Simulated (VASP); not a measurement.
# Cd (P6_3/mmc) in VASP: further runs, part 2 of 2

VASP 6.6.1.

## (5) Single point, PBE

INCAR

```
SYSTEM = Cd
ALGO = Normal
EDIFF = 1E-7
ENCUT = 520
GGA = PE
ISIF = 2
ISMEAR = 1
LASPH = .TRUE.
LCHARG = .TRUE.
LELF = .TRUE.
LREAL = .FALSE.
LVHAR = .TRUE.
LWAVE = .FALSE.
NBANDS = 19
NELM = 80
PREC = Accurate
SIGMA = 0.01
```

KPOINTS

```
k-points
0
G
  12 12 6
  0 0 0
```

POSCAR

```
Cd
1.0
    3.0007103730      0.0000000000      0.0000000000
   -1.5003551865      2.5986914124      0.0000000000
    0.0000000000      0.0000000000      5.9261569577
Cd
2
Direct
    0.3333333333      0.6666666667      0.2500000000
    0.6666666667      0.3333333333      0.7500000000
```

Potentials or basis: VASP PAW PBE potentials, release 64 (Cd).

On the command line:

```sh
cat potpaw_PBE.64/Cd/POTCAR > POTCAR
mpirun -np 1 vasp_std > vasp.out
```

OUTCAR:

```text
SYSTEM = Cd
   EDIFF = 1E-7
   ENCUT = 520
   GGA = PE
   ISIF = 2
   ISMEAR = 1
   LASPH = .TRUE.
   LREAL = .FALSE.
   NELM = 80
   PREC = Accurate

 ion  position               nearest neighbor table
   1  0.333  0.667  0.250-   2 3.43   2 3.43   2 3.43   2 3.43   2 3.43   2 3.43
   2  0.667  0.333  0.750-   1 3.43   1 3.43   1 3.43   1 3.43   1 3.43   1 3.43

  LATTYP: Found a hexagonal cell.
 ALAT       =     3.0007103730
 C/A-ratio  =     1.9749180098

  Lattice vectors:

 A1 = (   3.0007103730,   0.0000000000,   0.0000000000)
 A2 = (  -1.5003551865,   2.5986914124,   0.0000000000)
 A3 = (   0.0000000000,   0.0000000000,   5.9261569577)

Analysis of symmetry for initial positions (statically):
=====================================================================
 Subroutine PRICEL returns:
 Original cell was already a primitive cell.

 Routine SETGRP: Setting up the symmetry group for a
 hexagonal supercell.

 Subroutine GETGRP returns: Found 24 space group operations
 (whereof 12 operations were pure point group operations)
 out of a pool of 24 trial point group operations.

The static configuration has the point symmetry D_3d.
 The point group associated with its full space group is D_6h.

Analysis of symmetry for dynamics (positions and initial velocities):
=====================================================================
 Subroutine PRICEL returns:
 Original cell was already a primitive cell.

 Routine SETGRP: Setting up the symmetry group for a
 hexagonal supercell.

 Subroutine GETGRP returns: Found 24 space group operations
 (whereof 12 operations were pure point group operations)
 out of a pool of 24 trial point group operations.

The dynamic configuration has the point symmetry D_3d.
 The point group associated with its full space group is D_6h.

 Subroutine INISYM returns: Found 24 space group operations
 (whereof 12 operations are pure point group operations),
 and found     1 'primitive' translations

----------------------------------------------------------------------------------------

                                     Primitive cell

  volume of cell :      46.2117

  direct lattice vectors                    reciprocal lattice vectors
     3.000710373  0.000000000  0.000000000     0.333254422  0.192404530  0.000000000
    -1.500355186  2.598691412  0.000000000     0.000000000  0.384809060  0.000000000
     0.000000000  0.000000000  5.926156958     0.000000000  0.000000000  0.168743421

  length of vectors
     3.000710373  3.000710373  5.926156958     0.384809060  0.384809060  0.168743421

  position of ions in fractional coordinates (direct lattice)
     0.333333333  0.666666667  0.250000000
     0.666666667  0.333333333  0.750000000

  ion indices of the primitive-cell ions
   primitive index   ion index
                 1           1
                 2           2

----------------------------------------------------------------------------------------

 KPOINTS: k-points

Automatic generation of k-mesh.
 Grid dimensions read from file:
 generate k-points for:   12   12    6

 Generating k-lattice:

  Cartesian coordinates                     Fractional coordinates (reciprocal lattice)
     0.027771202  0.016033711  0.000000000     0.083333333  0.000000000  0.000000000
     0.000000000  0.032067422  0.000000000     0.000000000  0.083333333  0.000000000
     0.000000000  0.000000000  0.028123904     0.000000000  0.000000000  0.166666667

  Length of vectors
     0.032067422  0.032067422  0.028123904

  Shift w.r.t. Gamma in fractional coordinates (k-lattice)
     0.000000000  0.000000000  0.000000000

 Subroutine IBZKPT returns following result:
 ===========================================

 Found     76 irreducible k-points:

 Following reciprocal coordinates:
            Coordinates               Weight
  0.000000  0.000000  0.000000      1.000000
  0.083333 -0.000000  0.000000      6.000000
  0.166667  0.000000  0.000000      6.000000
  0.250000  0.000000  0.000000      6.000000
  0.333333  0.000000  0.000000      6.000000
  0.416667  0.000000  0.000000      6.000000
[... 16 lines left out ...]
  0.250000  0.000000  0.166667     12.000000
  0.333333  0.000000  0.166667     12.000000
 [... further k-points ...]
   k-points           NKPTS =     76   k-points in BZ     NKDIM =     76   number of bands    NBANDS=     19
   number of dos      NEDOS =    301   number of ions     NIONS =      2
   total plane-waves  NPLWV =  27648
   dimension x,y,z NGX =    24 NGY =   24 NGZ =   48
   dimension x,y,z NGXF=    48 NGYF=   48 NGZF=   96
   ions per type =               2
   NGX,Y,Z   is equivalent  to a cutoff of  13.30, 13.30, 13.47 a.u.
   NGXF,Y,Z  is equivalent  to a cutoff of  26.59, 26.59, 26.93 a.u.
 SYSTEM =  Cd
   PREC   = accura    normal or accurate (medium, high low for compatibility)
   ISTART =      0    job   : 0-new  1-cont  2-samecut
   ICHARG =      2    charge: 1-file 2-atom 10-const
   ISPIN  =      1    spin polarized calculation?
   LNONCOLLINEAR =      F non collinear calculations
   LSORBIT =      F    spin-orbit coupling
   LASPH  =      T    aspherical Exc in radial PAW
   ENCUT  =  520.0 eV  38.22 Ry    6.18 a.u.   5.58  5.58 11.02*2*pi/ulx,y,z
   NELM   =     80;   NELMIN=  2; NELMDL= -5     # of ELM steps
   EDIFF  = 0.1E-06   stopping-criterion for ELM
   LREAL  =      F    real-space projection
   EDIFFG = 0.1E-05   stopping-criterion for IOM
   NSW    =      0    number of steps for IOM
   IBRION =     -1    ionic relax: 0-MD 1-quasi-New 2-CG
   NFREE  =      0    steps in history (QN), initial steepest desc. (CG)
   ISIF   =      2    stress and relaxation
   ISYM   =      2    0-nonsym 1-usesym 2-fastsym
   POTIM  = 0.5000    time-step for ionic-motion
   TEBEG  =    0.0;   TEEND  =   0.0 temperature during run
   PSTRESS=    0.0 pullay stress
   NELECT =      24.0000    total number of electrons
   NUPDOWN=      -1.0000    fix difference up-down
   EMIN   =  10.00;   EMAX   =-10.00  energy-range for DOS
   EFERMI =   0.00;   METHOD = LEGACY
   ISMEAR =     1;   SIGMA  =   0.01  broadening in eV -4-tet -1-fermi 0-gaus
   EFERMI_NEDOS =   21; number of points for ismear=-14 and -15
   IALGO  =     38    algorithm
   IMIX   =      4    mixing-type and parameters
     AMIX     =   0.40;   BMIX     =  1.00
     AMIX_MAG =   1.60;   BMIX_MAG =  1.00
  volume/ion in A,a.u.               =      23.11       155.93
  Fermi-wavevector in a.u.,A,eV,Ry     =   1.315915  2.486719 23.560298  1.731633
  Thomas-Fermi vector in A             =   2.446064
   LORBIT       =      0    0 simple, 1 ext, 2 COOP (PROOUT), +10 PAW based schemes
   GGA     = PE    functional components
   LHFCALC =     F    Hartree Fock is set to
   AEXX    =    0.0000 exact exchange contribution
   IVDW    =     0    specifies the selected vdW correction
   LEPSILON=     F    determine dielectric tensor
   LRPA    =     F    only Hartree local field effects (RPA)
 non-spin polarized calculation
 Methfessel and Paxton  Order N= 1 SIGMA  =   0.01
  energy-cutoff  :      520.00
  volume of cell :       46.21
 maximum number of plane-waves:      1271
 NGX is ok and might be reduce to    24
   NGX = 11   NGY = 11   NGZ = 23

 number of electron      24.0000002 magnetization

 Free energy of the ion-electron system (eV)
  ---------------------------------------------------
  ext. energy  EPLUGINS =         0.00000000
  ---------------------------------------------------
  free energy    TOTEN  =        -1.50163825 eV

  energy without entropy =       -1.50157636  energy(sigma->0) =       -1.50161762

 E-fermi :   2.4416     XC(G=0): -10.6639

 val. band max:        2.4246186608   @ k =   0.2500   0.0833   0.0000
 cond. band min:       2.4431833209   @ k =   0.1667   0.0833   0.1667
 fundamental gap:      0.0185646601
 Fermi energy:         2.4415725364

 k-point     1 :       0.0000    0.0000    0.0000
  band No.  band energies     occupation
      1      -7.1951      2.00000
      2      -7.0216      2.00000
      3      -6.6350      2.00000
      4      -6.6350      2.00000
      5      -6.6011      2.00000
      6      -6.6011      2.00000
[... 11 lines left out ...]
     18      17.4194      0.00000
     19      18.1591      0.00000
[... 485 lines left out ...]
 k-point    24 :       0.3333    0.0000    0.1667
  band No.  band energies     occupation
      1      -7.1951      2.00000
      2      -7.0694      2.00000
      3      -6.7977      2.00000
      4      -6.5609      2.00000
      5      -6.3543      2.00000
      6      -6.2697      2.00000
[... 11 lines left out ...]
     18      14.0219      0.00000
     19      15.3927      0.00000

 [... further k-points ...]

------------------------ aborting loop because EDIFF is reached ----------------------------------------

  FORCE on cell =-STRESS in cart. coord.  units (eV):
  Direction    XX          YY          ZZ          XY          YZ          ZX
  --------------------------------------------------------------------------------------
  -------------------------------------------------------------------------------------
  Total        0.0836333      0.0836333     -0.0034969      0.0000000     -0.0000000     -0.0000000
  in kB        2.8995968      2.8995968     -0.1212389      0.0000000     -0.0000000     -0.0000000
  external PRESSURE =       1.8926516 kB  Pullay stress =       0.0000000 kB

 VOLUME and BASIS-vectors are now :
 -----------------------------------------------------------------------------
  energy-cutoff  :      520.00
  volume of cell :       46.21
      direct lattice vectors                 reciprocal lattice vectors
     3.000710373  0.000000000  0.000000000     0.333254422  0.192404530  0.000000000
    -1.500355186  2.598691412  0.000000000     0.000000000  0.384809060  0.000000000
     0.000000000  0.000000000  5.926156958     0.000000000  0.000000000  0.168743421

 POSITION                                       TOTAL-FORCE (eV/Angst)
 -----------------------------------------------------------------------------------
     -0.00000      1.73246      1.48154         0.000000     -0.000000      0.000000
      1.50036      0.86623      4.44462        -0.000000      0.000000      0.000000
 -----------------------------------------------------------------------------------
    total drift:                               -0.000000      0.000000     -0.000000

  FREE ENERGIE OF THE ION-ELECTRON SYSTEM (eV)
  ---------------------------------------------------
  free  energy   TOTEN  =        -1.5016382494 eV

  energy  without entropy=       -1.5015763621  energy(sigma->0) =       -1.50161762
```

OSZICAR:

```text
N       E                     dE             d eps       ncg     rms          rms(c)
DAV:   1     0.174047113844E+03    0.17405E+03   -0.13076E+04  2888   0.126E+03
DAV:   2     0.256294910794E+01   -0.17148E+03   -0.16478E+03  3002   0.330E+02
DAV:   3    -0.158288709417E+01   -0.41458E+01   -0.41368E+01  3291   0.585E+01
DAV:   4    -0.159037177267E+01   -0.74847E-02   -0.74842E-02  3203   0.232E+00
DAV:   5    -0.159039583345E+01   -0.24061E-04   -0.24061E-04  3164   0.127E-01    0.386E+00
DAV:   6    -0.150380857012E+01    0.86587E-01   -0.22531E-01  3164   0.551E+00    0.316E+00
DAV:   7    -0.150081355416E+01    0.29950E-02   -0.23571E-02  3151   0.140E+00    0.160E+00
DAV:   8    -0.150154270517E+01   -0.72915E-03   -0.34316E-03  3085   0.683E-01    0.865E-02
DAV:   9    -0.150159638954E+01   -0.53684E-04   -0.33245E-05  3313   0.579E-02    0.355E-02
DAV:  10    -0.150163834598E+01   -0.41956E-04   -0.38148E-05  3112   0.591E-02    0.353E-03
DAV:  11    -0.150163824937E+01    0.96607E-07   -0.34483E-08  2424   0.161E-03
   1 F= -.15016382E+01 E0= -.15016176E+01  d E =-.618872E-04
```

stdout:

```text
POSCAR found type information on POSCAR Cd
 POSCAR found :  1 types and       2 ions
 scaLAPACK will be used
 LDA part: xc-table for (Slater+PW92), standard interpolation
 POSCAR, INCAR and KPOINTS ok, starting setup
 FFT: planning ... GRIDC
 FFT: planning ... GRID_SOFT
 FFT: planning ... GRID
 WAVECAR not read
 entering main loop
```

Run time: 32 s. Hardware: 1 thread of Intel Xeon Platinum 8259CL at 2.50GHz (Skylake/Cascade Lake), shared host; peak memory 0.2 GiB.

Results:

| Item | Value |
| --- | --- |
| Free energy | -1.5016 eV |
| Pressure | 0.2 GPa |
| Band gap on the k mesh | zero (band 12 reaches 3.75 eV, above the bottom of band 13 at -0.36 eV) |

Stress tensor (GPa, compression positive):
```
 0.29  0.00  0.00
 0.00  0.29  0.00
 0.00  0.00 -0.01
```

## (6) The runs side by side

| smearing | gap on the mesh (eV) | pressure (GPa) |
| --- | --- | --- |
| methfessel-paxton 0.3 eV | none | 0.2 |
| methfessel-paxton 0.6 eV | none | 0.2 |
| methfessel-paxton 1 eV | none | 0.4 |
| methfessel-paxton 0.01 eV | none | 0.2 |

Alike in all rows: task single point; level PBE; potentials or basis VASP PAW PBE potentials, release 64 (Cd); no spin polarisation; cell as given; k mesh 12 × 12 × 6; cutoff (eV) 520.

Every run on the cell as given and a fine mesh finds a metal.

Absolute energies hang on the potentials; compare differences alone.
